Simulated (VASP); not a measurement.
# TiAl (R-3m) in VASP: notebook

TiAl is run at these levels: LDA; tasks: single point.

Everything below comes from runs of VASP 6.6.1. Logs are shortened: lines on timing, memory, paths and dates and some standing lists are left out, and cuts for length are marked.

**1. The cell of the first run**

It takes space group R-3m (No. 166, trigonal). Conventional cell: a = 3.767 Å, b = 3.767 Å, c = 7.843 Å, α = 90.00°, β = 90.00°, γ = 120.00°. Ti (site symmetry -3m) has 6 Al at 2.54 Å and 6 Ti at 3.40 Å within 3.5 Å. Al (site symmetry -3m) has 6 Ti at 2.54 Å and 6 Al at 3.40 Å within 3.5 Å.

**2. Single point, LDA**

INCAR

```
  PREC = Accurate
  ENCUT = 520
  EDIFF = 1E-6
  ISMEAR = 0
  SIGMA = 0.15
  LREAL = False
  LASPH = True
  NELM = 60
  ALGO = Fast
  ISIF = 2
  LWAVE = False
  LCHARG = True
  LELF = True
  LVHAR = True
  NBANDS = 14
```

KPOINTS

```
Automatic mesh
0
Gamma
  16 16 16
```

POSCAR

```
TiAl
1.0
    3.2852122481      0.6215266415      0.6215266415
    0.6215266415      3.2852122481      0.6215266415
    0.6215266415      0.6215266415      3.2852122481
Ti Al
1 1
Direct
    0.0000000000      0.0000000000      0.0000000000
    0.5000000000      0.5000000000      0.5000000000
```

Potentials or basis: VASP PAW LDA potentials, release 64 (Ti_sv, Al).

On the command line:

```
$ cat potpaw_LDA.64/Ti_sv/POTCAR potpaw_LDA.64/Al/POTCAR > POTCAR
$ mpirun -np 1 vasp_std > vasp.out
```

OUTCAR:

```text
PREC = Accurate
   ENCUT = 520
   EDIFF = 1E-6
   ISMEAR = 0
   LREAL = False
   LASPH = True
   NELM = 60
   ISIF = 2

 ion  position               nearest neighbor table
   1  0.000  0.000  0.000-   2 2.54   2 2.54   2 2.54   2 2.54   2 2.54   2 2.54
   2  0.500  0.500  0.500-   1 2.54   1 2.54   1 2.54   1 2.54   1 2.54   1 2.54

  LATTYP: Found a trigonal (rhomboedric) cell.
 ALAT       =     3.4007661265
 COS(alpha) =     0.3865030675

  Lattice vectors:

 A1 = (   3.2852122481,   0.6215266415,   0.6215266415)
 A2 = (   0.6215266415,   3.2852122481,   0.6215266415)
 A3 = (   0.6215266415,   0.6215266415,   3.2852122481)

Analysis of symmetry for initial positions (statically):
=====================================================================
 Subroutine PRICEL returns:
 Original cell was already a primitive cell.

 Routine SETGRP: Setting up the symmetry group for a
 trigonal (rhombohedral) supercell.

 Subroutine GETGRP returns: Found 12 space group operations
 (whereof 12 operations were pure point group operations)
 out of a pool of 12 trial point group operations.

The static configuration has the point symmetry D_3d.

Analysis of symmetry for dynamics (positions and initial velocities):
=====================================================================
 Subroutine PRICEL returns:
 Original cell was already a primitive cell.

 Routine SETGRP: Setting up the symmetry group for a
 trigonal (rhombohedral) supercell.

 Subroutine GETGRP returns: Found 12 space group operations
 (whereof 12 operations were pure point group operations)
 out of a pool of 12 trial point group operations.

The dynamic configuration has the point symmetry D_3d.

 Subroutine INISYM returns: Found 12 space group operations
 (whereof 12 operations are pure point group operations),
 and found     1 'primitive' translations

----------------------------------------------------------------------------------------

                                     Primitive cell

  volume of cell :      32.1290

  direct lattice vectors                    reciprocal lattice vectors
     3.285212248  0.621526642  0.621526642     0.323891489 -0.051528191 -0.051528191
     0.621526642  3.285212248  0.621526642    -0.051528191  0.323891489 -0.051528191
     0.621526642  0.621526642  3.285212248    -0.051528191 -0.051528191  0.323891489

  length of vectors
     3.400766127  3.400766127  3.400766127     0.331987960  0.331987960  0.331987960

  position of ions in fractional coordinates (direct lattice)
     0.000000000  0.000000000  0.000000000
     0.500000000  0.500000000  0.500000000

  ion indices of the primitive-cell ions
   primitive index   ion index
                 1           1
                 2           2

----------------------------------------------------------------------------------------

 KPOINTS: Automatic mesh

Automatic generation of k-mesh.
 Grid dimensions read from file:
 generate k-points for:   16   16   16

 Generating k-lattice:

  Cartesian coordinates                     Fractional coordinates (reciprocal lattice)
     0.020243218 -0.003220512 -0.003220512     0.062500000 -0.000000000  0.000000000
    -0.003220512  0.020243218 -0.003220512    -0.000000000  0.062500000  0.000000000
    -0.003220512 -0.003220512  0.020243218     0.000000000  0.000000000  0.062500000

  Length of vectors
     0.020749248  0.020749248  0.020749248

  Shift w.r.t. Gamma in fractional coordinates (k-lattice)
     0.000000000  0.000000000  0.000000000

 Subroutine IBZKPT returns following result:
 ===========================================

 Found    417 irreducible k-points:

 Following reciprocal coordinates:
            Coordinates               Weight
  0.000000  0.000000  0.000000      1.000000
  0.062500  0.000000  0.000000      6.000000
  0.125000  0.000000  0.000000      6.000000
  0.187500  0.000000  0.000000      6.000000
  0.250000  0.000000  0.000000      6.000000
  0.312500  0.000000  0.000000      6.000000
[... 16 lines left out ...]
 -0.125000  0.062500  0.000000     12.000000
 -0.062500  0.062500  0.000000      6.000000
 [... further k-points ...]
   k-points           NKPTS =    417   k-points in BZ     NKDIM =    417   number of bands    NBANDS=     14
   number of dos      NEDOS =    301   number of ions     NIONS =      2
   total plane-waves  NPLWV =  21952
   dimension x,y,z NGX =    28 NGY =   28 NGZ =   28
   dimension x,y,z NGXF=    56 NGYF=   56 NGZF=   56
   ions per type =               1   1
   NGX,Y,Z   is equivalent  to a cutoff of  13.69, 13.69, 13.69 a.u.
   NGXF,Y,Z  is equivalent  to a cutoff of  27.38, 27.38, 27.38 a.u.
 SYSTEM =  unknown system
   PREC   = accura    normal or accurate (medium, high low for compatibility)
   ISTART =      0    job   : 0-new  1-cont  2-samecut
   ICHARG =      2    charge: 1-file 2-atom 10-const
   ISPIN  =      1    spin polarized calculation?
   LNONCOLLINEAR =      F non collinear calculations
   LSORBIT =      F    spin-orbit coupling
   LASPH  =      T    aspherical Exc in radial PAW
   ENCUT  =  520.0 eV  38.22 Ry    6.18 a.u.   6.32  6.32  6.32*2*pi/ulx,y,z
   NELM   =     60;   NELMIN=  2; NELMDL= -5     # of ELM steps
   EDIFF  = 0.1E-05   stopping-criterion for ELM
   LREAL  =      F    real-space projection
   EDIFFG = 0.1E-04   stopping-criterion for IOM
   NSW    =      0    number of steps for IOM
   IBRION =     -1    ionic relax: 0-MD 1-quasi-New 2-CG
   NFREE  =      0    steps in history (QN), initial steepest desc. (CG)
   ISIF   =      2    stress and relaxation
   ISYM   =      2    0-nonsym 1-usesym 2-fastsym
   POTIM  = 0.5000    time-step for ionic-motion
   TEBEG  =    0.0;   TEEND  =   0.0 temperature during run
   PSTRESS=    0.0 pullay stress
   NELECT =      15.0000    total number of electrons
   NUPDOWN=      -1.0000    fix difference up-down
   EMIN   =  10.00;   EMAX   =-10.00  energy-range for DOS
   EFERMI =   0.00;   METHOD = LEGACY
   ISMEAR =     0;   SIGMA  =   0.15  broadening in eV -4-tet -1-fermi 0-gaus
   EFERMI_NEDOS =   21; number of points for ismear=-14 and -15
   IALGO  =     68    algorithm
   IMIX   =      4    mixing-type and parameters
     AMIX     =   0.40;   BMIX     =  1.00
     AMIX_MAG =   1.60;   BMIX_MAG =  1.00
  volume/ion in A,a.u.               =      16.06       108.41
  Fermi-wavevector in a.u.,A,eV,Ry     =   1.270007  2.399964 21.945065  1.612917
  Thomas-Fermi vector in A             =   2.403017
   LORBIT       =      0    0 simple, 1 ext, 2 COOP (PROOUT), +10 PAW based schemes
   GGA     = CA    functional components
   LHFCALC =     F    Hartree Fock is set to
   AEXX    =    0.0000 exact exchange contribution
   IVDW    =     0    specifies the selected vdW correction
   LEPSILON=     F    determine dielectric tensor
   LRPA    =     F    only Hartree local field effects (RPA)
 non-spin polarized calculation
 RMM-DIIS sequential band-by-band and
 Gauss-broadening in eV      SIGMA  =   0.15
  energy-cutoff  :      520.00
  volume of cell :       32.13
 maximum number of plane-waves:       876
 NGX is ok and might be reduce to    28

 number of electron      15.0000005 magnetization

 Free energy of the ion-electron system (eV)
  ---------------------------------------------------
  ext. energy  EPLUGINS =         0.00000000
  ---------------------------------------------------
  free energy    TOTEN  =       -12.35874964 eV

  energy without entropy =      -12.33686208  energy(sigma->0) =      -12.34780586

 E-fermi :   7.9141     XC(G=0): -11.2552

 val. band max:        7.9076107935   @ k =  -0.3750  -0.3750   0.1875
 cond. band min:       7.9163465821   @ k =   0.4375   0.4375   0.1250
 fundamental gap:      0.0087357886
 Fermi energy:         7.9140835102

 k-point     1 :       0.0000    0.0000    0.0000
  band No.  band energies     occupation
      1     -47.8462      2.00000
      2     -24.5279      2.00000
      3     -24.5279      2.00000
      4     -24.4124      2.00000
      5      -0.5649      2.00000
      6       7.6866      1.96803
      7       7.6866      1.96803
      8       8.7407      0.00000
      9       8.7407      0.00000
     10       9.0003      0.00000
     11      13.5760      0.00000
     12      13.5760      0.00000
     13      14.9849      0.00000
     14      19.2481      0.00000

 k-point     2 :       0.0625    0.0000    0.0000
  band No.  band energies     occupation
      1     -47.8458      2.00000
      2     -24.5311      2.00000
      3     -24.5280      2.00000
      4     -24.4141      2.00000
      5      -0.4945      2.00000
      6       7.6281      1.99298
      7       7.7022      1.95421
      8       8.6882      0.00000
      9       8.7139      0.00000
     10       9.0025      0.00000
     11      13.4034      0.00000
     12      13.7060      0.00000
     13      15.0188      0.00000
     14      18.9978      0.00000

 k-point     3 :       0.1250    0.0000    0.0000
  band No.  band energies     occupation
      1     -47.8447      2.00000
      2     -24.5406      2.00000
      3     -24.5285      2.00000
      4     -24.4187      2.00000
      5      -0.2849      2.00000
      6       7.4306      1.99999
      7       7.7218      1.93008
      8       8.5847      0.00000
      9       8.6333      0.00000
     10       9.0435      0.00000
     11      12.9308      0.00000
     12      14.0582      0.00000
     13      15.1682      0.00000
     14      18.5784      0.00000
[... 324 lines left out ...]
 k-point    23 :      -0.1250    0.0625    0.0000
  band No.  band energies     occupation
      1     -47.8441      2.00000
      2     -24.5455      2.00000
      3     -24.5308      2.00000
      4     -24.4201      2.00000
      5      -0.1382      2.00000
      6       7.3015      2.00000
      7       7.6621      1.98250
      8       8.4685      0.00000
      9       8.6785      0.00000
     10       9.1278      0.00000
     11      12.7948      0.00000
     12      13.8127      0.00000
     13      15.3692      0.00000
     14      18.6233      0.00000

 k-point    24 :      -0.0625    0.0625    0.0000
  band No.  band energies     occupation
      1     -47.8453      2.00000
      2     -24.5353      2.00000
      3     -24.5294      2.00000
      4     -24.4157      2.00000
      5      -0.3849      2.00000
      6       7.5235      1.99977
      7       7.6940      1.96205
      8       8.6008      0.00000
      9       8.7121      0.00000
     10       9.0466      0.00000
     11      13.2664      0.00000
     12      13.6491      0.00000
     13      15.1282      0.00000
     14      18.9296      0.00000

 [... further k-points ...]

------------------------ aborting loop because EDIFF is reached ----------------------------------------

  FORCE on cell =-STRESS in cart. coord.  units (eV):
  Direction    XX          YY          ZZ          XY          YZ          ZX
  --------------------------------------------------------------------------------------
  -------------------------------------------------------------------------------------
  Total        1.3170432      1.3170432      1.3170432     -1.0421033     -1.0421033     -1.0421033
  in kB       65.6769197     65.6769197     65.6769197    -51.9665104    -51.9665104    -51.9665104
  external PRESSURE =      65.6769197 kB  Pullay stress =       0.0000000 kB

 VOLUME and BASIS-vectors are now :
 -----------------------------------------------------------------------------
  energy-cutoff  :      520.00
  volume of cell :       32.13
      direct lattice vectors                 reciprocal lattice vectors
     3.285212248  0.621526642  0.621526642     0.323891489 -0.051528191 -0.051528191
     0.621526642  3.285212248  0.621526642    -0.051528191  0.323891489 -0.051528191
     0.621526642  0.621526642  3.285212248    -0.051528191 -0.051528191  0.323891489

 POSITION                                       TOTAL-FORCE (eV/Angst)
 -----------------------------------------------------------------------------------
      0.00000      0.00000      0.00000         0.000000      0.000000     -0.000000
      2.26413      2.26413      2.26413        -0.000000     -0.000000      0.000000
 -----------------------------------------------------------------------------------
    total drift:                                0.000000     -0.000000     -0.000000

  FREE ENERGIE OF THE ION-ELECTRON SYSTEM (eV)
  ---------------------------------------------------
  free  energy   TOTEN  =       -12.3587496413 eV

  energy  without entropy=      -12.3368620849  energy(sigma->0) =      -12.34780586
```

It took 8.6 min on 1 thread of Intel Xeon 8259CL, shared host; peak memory 0.3 GiB.

Results:

```yaml
Free_energy: -12.3587 eV
Pressure: 6.6 GPa
Band_gap_on_the_k_mesh: zero (an odd number of electrons rules out a gap without spin polarisation)
```

Caveat: the cell stands under pressure.

**3. Single point, LDA**

This run uses another cell than the first one, of the same volume but with other edges.

INCAR

```
SYSTEM = TiAl
  PREC = Accurate
  ENCUT = 520
  EDIFF = 1E-6
  ISMEAR = 0
  SIGMA = 0.15
  LREAL = .FALSE.
  LASPH = .TRUE.
  NELM = 60
  ALGO = Fast
  ISIF = 2
  LWAVE = .FALSE.
  LCHARG = .FALSE.
  NBANDS = 14
```

KPOINTS

```
Automatic mesh
0
G
  16 16 16
  0 0 0
```

POSCAR

```
TiAl
1.0
    3.1809095539     -0.0759944262     -0.0759944262
   -0.0759944262      3.1809095539     -0.0759944262
   -0.0759944262     -0.0759944262      3.1809095539
Ti Al
1 1
Direct
    0.0000000000      0.0000000000      0.0000000000
    0.5000000000      0.5000000000      0.5000000000
```

Potentials or basis: VASP PAW LDA potentials, release 64 (Ti_sv, Al).

On the command line:

```
$ cat potpaw_LDA.64/Ti_sv/POTCAR potpaw_LDA.64/Al/POTCAR > POTCAR
$ mpirun -np 1 vasp_std > vasp.out
```

It took 4.8 min on 1 thread of Intel Xeon 8259CL, shared host; peak memory 0.29 GiB.

Results (log left out):

| Quantity | Value |
| --- | --- |
| Free energy | -13.2248 eV |
| Pressure | -5.0 GPa |
| Band gap on the k mesh | zero (an odd number of electrons rules out a gap without spin polarisation) |

Stress tensor (GPa, compression positive):
```
-4.96  4.40  4.40
 4.40 -4.96  4.40
 4.40  4.40 -4.96
```

Levels at points of the mesh, in eV from the Fermi level:
```
           k point  band 5  band 6  band 7  band 8  band 9  band 10
(0.00, 0.00, 0.00)   -9.13   -1.35   -1.35    1.58    1.85     1.85
(0.50, 0.00, 0.00)   -5.89   -5.05   -0.54   -0.02    0.39     1.97
(0.50, 0.50, 0.00)   -4.96   -2.23   -1.64   -1.39    0.68     0.73
(0.50, 0.50, 0.50)   -3.11   -3.11   -2.84    0.50    2.74     2.74
```

Caveat: the cell stands under tension.

**4. Single point, LDA**

This run uses another cell than the first one, of the same volume but with other edges.

INCAR

```
  ALGO = Fast
  EDIFF = 1E-6
  ENCUT = 520
  ISIF = 2
  ISMEAR = 0
  LASPH = True
  LCHARG = True
  LELF = True
  LREAL = False
  LVHAR = True
  LWAVE = False
  NBANDS = 14
  NELM = 100
  PREC = Accurate
  SIGMA = 0.15
```

KPOINTS

```
k-points
0
Gamma
  16 16 16
```

POSCAR

```
TiAl
1.0
    3.1811744159      0.0826279069      0.0826279069
    0.0826279069      3.1811744159      0.0826279069
    0.0826279069      0.0826279069      3.1811744159
Ti Al
1 1
Direct
    0.0000000000      0.0000000000      0.0000000000
    0.5000000000      0.5000000000      0.5000000000
```

On the command line:

```
$ cat potpaw_LDA.64/Ti_sv/POTCAR potpaw_LDA.64/Al/POTCAR > POTCAR
$ mpirun -np 1 vasp_std > vasp.out
```

Run time: 4.6 min. Hardware: 1 thread of Intel Xeon 8259CL, shared host; peak memory 0.29 GiB.

It converged, with:

| Item | Value |
| --- | --- |
| Free energy | -13.2444 eV |
| Pressure | -5.0 GPa |
| Band gap on the k mesh | zero (an odd number of electrons rules out a gap without spin polarisation) |

Stress tensor (GPa, compression positive):
```
-5.03 -2.19 -2.19
-2.19 -5.03 -2.19
-2.19 -2.19 -5.03
```

Levels at points of the mesh, in eV from the Fermi level:
| k point | band 3 | band 4 | band 5 | band 6 | band 7 | band 8 | band 9 | band 10 | band 11 | band 12 |
| --- | --- | --- | --- | --- | --- | --- | --- | --- | --- | --- |
| (0.00, 0.00, 0.00) | -32.76 | -32.68 | -9.11 | -1.34 | -1.34 | 1.66 | 1.66 | 1.95 | 4.43 | 4.43 |
| (0.50, 0.00, 0.00) | -32.75 | -32.69 | -5.87 | -5.04 | -0.57 | 0.08 | 0.33 | 1.96 | 3.05 | 6.65 |
| (0.50, 0.50, 0.00) | -32.88 | -32.70 | -4.94 | -2.20 | -1.63 | -1.39 | 0.70 | 0.73 | 2.77 | 4.56 |
| (0.50, 0.50, 0.50) | -32.88 | -32.83 | -3.20 | -2.91 | -2.91 | 0.41 | 2.70 | 2.82 | 2.82 | 3.43 |

Caveat: the cell stands under tension.

**5. Summary**

```tsv
cell	gap on the mesh (eV)	pressure (GPa)
a = 3.401 Å, angles 67.3°, 2 atoms	none	6.6
a = 3.183 Å, angles 92.7°, 2 atoms	none	-5.0
a = 3.183 Å, angles 87.0°, 2 atoms	none	-5.0
```

Alike in all rows: task single point; level LDA; potentials or basis VASP PAW LDA potentials, release 64 (Ti_sv, Al); no spin polarisation; k mesh 16 × 16 × 16; cutoff (eV) 520; smearing gaussian 0.15 eV.

Caveats: the cell stands under tension (at least some runs); the cell stands under pressure (at least some runs).

Total energies depend on the potentials used, so only differences within one code and one set of settings carry meaning.
